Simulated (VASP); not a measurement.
PbS:

```
Pb S
1.0
     4.33914    0.00000    0.00000
    -2.16957    3.75781    0.00000
     0.00000    0.00000    7.09299
Pb S
3 3
Direct
  0.16208 0.83792 0.66667
  0.16208 0.32416 0.33333
  0.67584 0.83792 0.00000
  0.83792 0.16208 0.66667
  0.83792 0.67584 0.33333
  0.32416 0.16208 0.00000
```

The cell was generated, and may not be a known phase.

- Program: VASP 6.6.1
- Task: relaxation of cell and atoms
- Functional: PBE
- Potentials or basis: VASP PAW PBE potentials, release 64 (Pb_d, S)
- Cutoff: 600 eV
- k mesh: 6 × 6 × 4
- Occupations: gaussian, width 0.1 eV
- Spin: no spin polarisation

At the start: pressure 49.1 GPa; volume 19.28 Å³/atom.

Problem. Where does the relaxation end?

Solution. Over 9 steps the energy falls by 1129.7 meV/atom and the volume is 30.39 Å³/atom (+57.7 %); space group P3_212 (No. 153, to 0.1 Å) before and after.

The path:
```csv
step,energy change (eV),largest force (eV/Å),pressure (GPa),volume (Å³)
1,0.0000,1.4155,49.13,115.66
2,-4.5307,0.5294,-7.20,245.35
3,-6.6467,0.4009,0.28,177.38
4,-6.6452,0.4115,-0.08,178.80
5,-6.7164,0.3141,-0.20,180.33
6,-6.7731,0.0796,-0.09,184.08
7,-6.7774,0.0713,-0.17,183.29
8,-6.7774,0.0623,-0.16,183.37
9,-6.7785,0.0377,0.08,182.35
```

Final structure:
```xyz
6
Lattice="4.9722 0.0000 0.0000 -2.4861 4.3060 0.0000 0.0000 0.0000 8.5167" Properties=species:S:1:pos:R:3 pbc="T T T"
Pb   -1.2822    3.6109    5.6778
Pb    0.0000    1.3902    2.8389
Pb    1.2822    3.6109    0.0000
S     3.7584    0.7008    5.6778
S     2.4861    2.9045    2.8389
S     1.2137    0.7008    0.0000
```

Caveat: the volume moved by over 15 % at a fixed basis, so the end points are rough.
